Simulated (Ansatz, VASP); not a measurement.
**LiSb2 in VASP and in Ansatz**

```
Li Sb
1.0
    -2.04778    2.04778    4.84821
     2.04778   -2.04778    4.84821
     2.04778    2.04778   -4.84821
Li Sb
1 2
Direct
  0.50000 0.50000 0.00000
  0.19737 0.19737 0.00000
  0.80263 0.80263 0.00000
```

Alike in both runs: functional PBE; k mesh 16 × 16 × 16; occupations gaussian, width 0.1 eV; no spin polarisation.

Ansatz relaxed the structure, and its values are those at the end. VASP's run is a single point on that final structure, the one shown.

|  | VASP | Ansatz |
| --- | --- | --- |
| version | VASP 6.6.1 | Ansatz 0.2.0 |
| potentials or method | VASP PAW PBE potentials, release 64 (Li_sv, Sb), cutoff 520 eV | scalar-relativistic, plane waves, PAW |
| valence electrons in the cell | 13 | 33 |

|  | VASP | Ansatz | Ansatz less VASP |
| --- | --- | --- | --- |
| gap on the k mesh at the Fermi level (eV) | none | none | - |
| rms of the force components (eV/Å) | 0.001 | 0.003 | +0.0019 |

A gap of «none» marks a metal or a gap that the smearing closes. The functional is the same, so the differences come from potentials, cutoffs and numerics. VASP's potentials hold 13 valence electrons a cell and Ansatz's 33, so a difference there can come from the potentials and not from the codes.

Neither program's run includes spin-orbit coupling. Noted on VASP's run: the cutoff is under 1.25 times that of the potentials, so the pressure is a little rough.
